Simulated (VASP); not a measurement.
Input of a VASP 6.6.1 run:

File INCAR:

```
  PREC = Accurate
  ENCUT = 520
  EDIFF = 1E-7
  ISMEAR = 0
  SIGMA = 0.1
  LREAL = False
  LASPH = True
  NELM = 60
  ALGO = Normal
  ISIF = 2
  LWAVE = False
  LCHARG = True
  GGA = PE
  IVDW = 12
  LELF = True
  LVHAR = True
  NBANDS = 18
```

Contents of KPOINTS:

```
Automatic mesh
0
Gamma
  12 12 10
```

POSCAR

```
ZrN2
1.0
    3.3845706398      0.0000000000      0.0000000000
   -1.6922853199      2.9311241550      0.0000000000
    0.0000000000      0.0000000000      3.8938424637
Zr N
1 2
Direct
    0.0000000000      0.0000000000      0.0000000000
    0.6666666667      0.3333333333      0.7536449882
    0.3333333333      0.6666666667      0.2463550118
```

Potentials or basis: VASP PAW PBE potentials, release 64 (Zr_sv, N).

Launch:

```bash
$ cat potpaw_PBE.64/Zr_sv/POTCAR potpaw_PBE.64/N/POTCAR > POTCAR
$ mpirun -np 1 vasp_std > vasp.out
```

(1) What does it give for the largest force?

(2) Predict the dispersion energy per atom.

(3) Predict the band gap on the k mesh.

(4) What does it give for the pressure?

Answers

(1) 0.016 eV/Å.

(2) -0.266 eV.

(3) zero (band 11 reaches 6.31 eV, above the bottom of band 12 at 5.03 eV).

(4) 0.3 GPa.

Caveat: pairwise dispersion overbinds metals, which lowers pressure and volume.
